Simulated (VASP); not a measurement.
A run of VASP 6.6.1 is set up as follows.

File POSCAR:

```
CdS
1.0
    4.1500000000      0.0000000000      0.0000000000
   -2.0750000000      3.5940054257      0.0000000000
    0.0000000000      0.0000000000      6.7370000000
Cd S
2 2
Direct
    0.6666666667      0.3333333333      0.5000000000
    0.3333333333      0.6666666667      0.0000000000
    0.6666666667      0.3333333333      0.8750000000
    0.3333333333      0.6666666667      0.3750000000
```

INCAR.step1

```
PREC     = Accurate       # precision mode
ENCUT    = 520            # plane-wave cutoff, eV
EDIFF    = 1E-5           # SCF threshold, eV
ISMEAR   = -1             # smearing method
SIGMA    = 0.05           # smearing width, eV
LREAL    = False          # projectors in reciprocal space
LASPH    = True           # aspherical terms in the spheres
NELM     = 60             # most SCF steps
ALGO     = Normal         # electronic algorithm
ISIF     = 2              # what is computed and relaxed
LWAVE    = True           # write WAVECAR
LCHARG   = False          # write CHGCAR
GGA      = PE             # functional
NBANDS   = 26             # bands
```

File INCAR.step2:

```
PREC     = Accurate       # precision mode
ENCUT    = 520            # plane-wave cutoff, eV
EDIFF    = 1E-6           # SCF threshold, eV
ISMEAR   = -1             # smearing method
SIGMA    = 0.05           # smearing width, eV
LREAL    = False          # projectors in reciprocal space
LASPH    = True           # aspherical terms in the spheres
NELM     = 60             # most SCF steps
ALGO     = Normal         # electronic algorithm
ISIF     = 2              # what is computed and relaxed
LWAVE    = False          # write WAVECAR
LCHARG   = False          # write CHGCAR
GGA      = PE             # functional
LHFCALC  = True           # exact exchange
AEXX     = 0.4            # exact-exchange fraction
HFSCREEN = 0.2            # screening, 1/A
PRECFOCK = Normal       
ISTART   = 1            
NBANDS   = 26             # bands
```

KPOINTS

```
regular mesh
0
Gamma
  4 4 2
```

Potentials or basis: VASP PAW PBE potentials, release 64 (Cd, S).

Command:

```sh
$ cat potpaw_PBE.64/Cd/POTCAR potpaw_PBE.64/S/POTCAR > POTCAR
$ cp INCAR.step1 INCAR
$ mpirun -np 1 vasp_std > vasp.out
$ cp INCAR.step2 INCAR
$ mpirun -np 1 vasp_std > vasp.out
```

Problem. Estimate the band gap on the k mesh.

Solution. 2.93 eV.

Problem. Predict the largest force.

Solution. 0.067 eV/Å.

Problem. Predict the pressure.

Solution. 0.7 GPa.

Stress tensor (GPa, compression positive):
```
0.53 0.00 0.00
0.00 0.53 0.00
0.00 0.00 0.89
```

Caveat: the k points lie up to 0.47 Å⁻¹ apart; the PAW data sets were made with another functional, which shifts forces and pressure a little.
